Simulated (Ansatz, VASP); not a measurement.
## Ga2S5: VASP beside Ansatz

```xyz
7
Lattice="7.1223 0.0000 0.0000 -3.5611 6.1681 0.0000 0.0000 0.0000 5.3037" Properties=species:S:1:pos:R:3 pbc="T T T"
Ga    0.0000    4.1121    4.0734
Ga    3.5611    2.0560    1.2303
S     0.0000    4.1121    1.3790
S    -1.7806    3.0840    2.6518
S     1.7806    3.0840    2.6518
S     3.5611    0.0000    2.6518
S     3.5611    2.0560    3.9247
```

Alike in both runs: functional PBE; k mesh 6 × 6 × 8; occupations gaussian, width 0.1 eV; no spin polarisation.

Ansatz relaxed the structure, and its values are those at the end. VASP's run is a single point on that final structure, the one shown.

```csv
,VASP,Ansatz
version,VASP 6.6.1,Ansatz 0.2.0
potentials or method,"VASP PAW PBE potentials, release 64 (Ga_d, S), cutoff 520 eV","scalar-relativistic, plane waves, PAW"
valence electrons in the cell,56,56
```

Ansatz gave:

- gap on the k mesh at the Fermi level (eV): none
- pressure (GPa): 0.0
- rms of the force components (eV/Å): 0.000

Estimate VASP's values.

gap on the k mesh at the Fermi level (eV): none; pressure (GPa): 0.0; rms of the force components (eV/Å): 0.006.

A gap of «none» marks a metal or a gap that the smearing closes. Ansatz's warnings: xc potential rough in thin density.
